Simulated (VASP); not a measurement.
Here is a VASP 6.6.1 calculation.

Contents of INCAR:

```
ALGO     = Normal         # electronic algorithm
EDIFF    = 1E-6           # SCF threshold, eV
EDIFFG   = -0.005         # ionic threshold
ENCUT    = 600            # plane-wave cutoff, eV
GGA      = PS             # functional
IBRION   = 2              # ionic algorithm
ISIF     = 3              # what is computed and relaxed
ISMEAR   = -1             # smearing method
ISPIN    = 2              # spin polarisation
LASPH    = T              # aspherical terms in the spheres
LCHARG   = F              # write CHGCAR
LMAXMIX  = 4              # l up to which the mixer works
LORBIT   = 11             # projections on sites
LREAL    = F              # projectors in reciprocal space
LWAVE    = F              # write WAVECAR
MAGMOM   = 1.7            # initial moments
NELM     = 150            # most SCF steps
NSW      = 32             # ionic steps
PREC     = Accurate       # precision mode
PSTRESS  = -66.0        
SIGMA    = 0.08           # smearing width, eV
```

File KPOINTS:

```
k-points
0
Gamma
  17 17 17
```

POSCAR

```
Co
1.0
    2.3317988382      0.0000000000      0.0000000000
    0.0000000000      2.3317988382      0.0000000000
    0.0000000000      0.0000000000      2.3317988382
Co
1
Direct
    0.0000000000      0.0000000000      0.0000000000
```

Potentials or basis: VASP PAW PBE potentials, release 64 (Co).

The run is started by

```console
$ cat potpaw_PBE.64/Co/POTCAR > POTCAR
$ mpirun -np 1 vasp_std > vasp.out
```

Task: Estimate the site moments.

Result: Co +1.82 μB.

Task: Predict the relaxed volume.

Result: 12.60 Å³/atom.

Task: Estimate the relaxed cell.

Result: a = 2.327 Å, b = 2.327 Å, c = 2.327 Å, α = 90.00°, β = 90.00°, γ = 90.00°.

Step by step:
```
step  energy change (eV)  largest force (eV/Å)  pressure (GPa)  volume (Å³)
   1              0.0000                0.0000           -7.31        12.68
   2             -0.0044                0.0000           -6.23        12.58
   3             -0.0034                0.0000           -6.63        12.60
```

Caveat: the cell is relaxed towards a set pressure, so the run minimises the enthalpy, not the energy; the PAW data sets were made with another functional, which shifts forces and pressure a little.
